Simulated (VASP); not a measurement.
Mo6CO: single point with PBE

Mo6CO, a slab with vacuum:

```xyz
8
Lattice="4.4696 0.0000 0.0000 -2.2348 3.8708 0.0000 0.0000 0.0000 22.2596" Properties=species:S:1:pos:R:3 pbc="T T T"
Mo    2.2348    1.2903    4.0000
Mo    0.0000    2.5805    4.9123
Mo    0.0000    0.0000    5.8247
Mo    2.2348    1.2903    6.6566
Mo    0.0000    2.5805    7.4686
Mo    0.0000    0.0000    8.2596
C     0.0000    1.2903   10.5796
O     0.0000    1.8703   11.5842
```

- Program: VASP 6.6.1
- Task: single point
- Functional: PBE
- Potentials or basis: VASP PAW PBE potentials, release 64 (Mo_sv, C, O)
- Cutoff: 520 eV
- k mesh: 6 × 6 × 1
- Occupations: gaussian, width 0.1 eV
- Spin: no spin polarisation

| Item | Value |
| --- | --- |
| Largest force | 1.863 eV/Å |
| Band gap on the k mesh | zero (filled and empty bands overlap) |

Forces in eV/Å, atoms in the order of the input:
```
Mo   0.000 -0.050  1.464
Mo   0.000  0.005 -0.181
Mo   0.000  0.040 -1.863
Mo   0.000  0.123 -0.469
Mo   0.000  0.146  0.299
Mo   0.000  0.257  1.819
C    0.000 -0.107 -0.430
O    0.000 -0.414 -0.639
```

Levels at points of the mesh, in eV from the Fermi level:
| k point | band 45 | band 46 | band 47 | band 48 | band 49 | band 50 |
| --- | --- | --- | --- | --- | --- | --- |
| (0.00, 0.00, 0.00) | -1.23 | -1.22 | -0.80 | 0.20 | 1.00 | 1.01 |
| (0.50, 0.00, 0.00) | -0.73 | -0.30 | 0.03 | 0.04 | 0.14 | 0.67 |
| (0.00, 0.50, 0.00) | -0.63 | -0.43 | 0.01 | 0.05 | 0.37 | 0.57 |

Wall time 6.3 min on 1 thread of Intel(R) Xeon(R) 6975P-C (Granite Rapids), with other jobs on the host, peak memory 0.63 GiB.
